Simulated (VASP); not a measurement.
Na, 1 atom in the cell. The structure is tetragonal, space group I4/mmm (No. 139). Conventional cell: a = 3.777 Å, b = 3.777 Å, c = 5.275 Å, α = 90.00°, β = 90.00°, γ = 90.00°. Na (site symmetry 4/mmm) has 12 Na at 3.75 to 3.78 Å within 4.9 Å. 

* Program: VASP 6.6.1
* Task: density of states
* Functional: PBE
* Potentials or basis: VASP PAW PBE potentials, release 64 (Na_pv)
* Cutoff: 520 eV
* k mesh: 12 × 12 × 12
* Occupations: gaussian, width 0.05 eV
* Spin: no spin polarisation
* Dipole correction: no
* k mesh for the DOS: 18 × 18 × 18
* Occupations for the DOS: tetrahedron
* Further INCAR settings: ALGO = Normal; EDIFF = 1e-06; NBANDS = 10

Potentials or basis: VASP PAW PBE potentials, release 64 (Na_pv).

Run with:

```sh
$ cat potpaw_PBE.64/Na_pv/POTCAR > POTCAR
$ cp INCAR.step1 INCAR
$ cp KPOINTS.step1 KPOINTS
$ mpirun -np 1 vasp_std > vasp.out
$ cp INCAR.step2 INCAR
$ cp KPOINTS.step2 KPOINTS
$ mpirun -np 1 vasp_std > vasp.out
```

Hardware: 1 thread of Intel(R) Xeon(R) Platinum 8259CL CPU @ 2.50GHz (Skylake/Cascade Lake) (shared host).

Q: Estimate the wall time of this run.

A: Run time: 99 s on 1 thread of Intel(R) Xeon(R) Platinum 8259CL CPU @ 2.50GHz (Skylake/Cascade Lake), with other jobs on the host, peak memory 0.25 GiB. Counts: k points 480.
